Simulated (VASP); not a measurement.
A run of VASP 6.6.1 is set up as follows.

The input INCAR:

```
PREC     = Accurate       # precision mode
ENCUT    = 520            # plane-wave cutoff, eV
EDIFF    = 1E-8           # SCF threshold, eV
ISMEAR   = -1             # smearing method
SIGMA    = 0.03           # smearing width, eV
LREAL    = False          # projectors in reciprocal space
LASPH    = True           # aspherical terms in the spheres
NELM     = 80             # most SCF steps
ALGO     = Normal         # electronic algorithm
ISIF     = 2              # what is computed and relaxed
LWAVE    = False          # write WAVECAR
LCHARG   = False          # write CHGCAR
LEFG     = True         
NBANDS   = 35             # bands
```

KPOINTS

```
regular mesh
0
Gamma
  4 4 6
```

File POSCAR:

```
SnO2
1.0
    4.7055547467      0.0000000000      0.0000000000
    0.0000000000      4.7055547467      0.0000000000
    0.0000000000      0.0000000000      3.1650141207
Sn O
2 4
Direct
    0.0000000000      0.0000000000      0.0000000000
    0.5000000000      0.5000000000      0.5000000000
    0.3056200000      0.3056200000      0.0000000000
    0.1943800000      0.8056200000      0.5000000000
    0.6943800000      0.6943800000      0.0000000000
    0.8056200000      0.1943800000      0.5000000000
```

Potentials or basis: VASP PAW LDA potentials, release 64 (Sn_d, O).

Launch:

```bash
$ cat potpaw_LDA.64/Sn_d/POTCAR potpaw_LDA.64/O/POTCAR > POTCAR
$ mpirun -np 1 vasp_std > vasp.out
```

(1) Estimate the band gap on the k mesh.

(2) What does it give for the pressure?

Results:

(1) 1.38 eV, direct.

(2) 4.6 GPa.

Caveat: without QUAD_EFG the Cq values of the log hold for a quadrupole moment of 1 mb, not for the nuclei; spin-orbit coupling is left out, which moves the levels of the heavy elements.
